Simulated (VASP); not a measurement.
Here is a VASP 6.6.1 calculation.

INCAR

```
ALGO     = Fast           # electronic algorithm
EDIFF    = 1E-7           # SCF threshold, eV
ENCUT    = 520            # plane-wave cutoff, eV
GGA      = PS             # functional
ISIF     = 2              # what is computed and relaxed
ISMEAR   = 0              # smearing method
LASPH    = T              # aspherical terms in the spheres
LCHARG   = T              # write CHGCAR
LELF     = T              # ELF
LREAL    = F              # projectors in reciprocal space
LVHAR    = T            
LWAVE    = F              # write WAVECAR
NBANDS   = 24             # bands
NELM     = 100            # most SCF steps
PREC     = Accurate       # precision mode
SIGMA    = 0.1            # smearing width, eV
```

The input KPOINTS:

```
k-points
0
Gamma
  12 12 8
```

The input POSCAR:

```
Al3Cu2
1.0
    4.0985856014      0.0000000000      0.0000000000
   -2.0492928007      3.5494792504      0.0000000000
    0.0000000000      0.0000000000      4.9821008425
Al Cu
3 2
Direct
    0.0000000000      0.0000000000      0.0000000000
    0.3333333333      0.6666666667      0.3515059809
    0.6666666667      0.3333333333      0.6484940191
    0.3333333333      0.6666666667      0.8422899817
    0.6666666667      0.3333333333      0.1577100183
```

Potentials or basis: VASP PAW PBE potentials, release 64 (Al, Cu).

Launch:

```console
$ cat potpaw_PBE.64/Al/POTCAR potpaw_PBE.64/Cu/POTCAR > POTCAR
$ mpirun -np 1 vasp_std > vasp.out
```

Q: Estimate the pressure.

A: 0.4 GPa.

Caveat: the PAW data sets were made with another functional, which shifts forces and pressure a little.
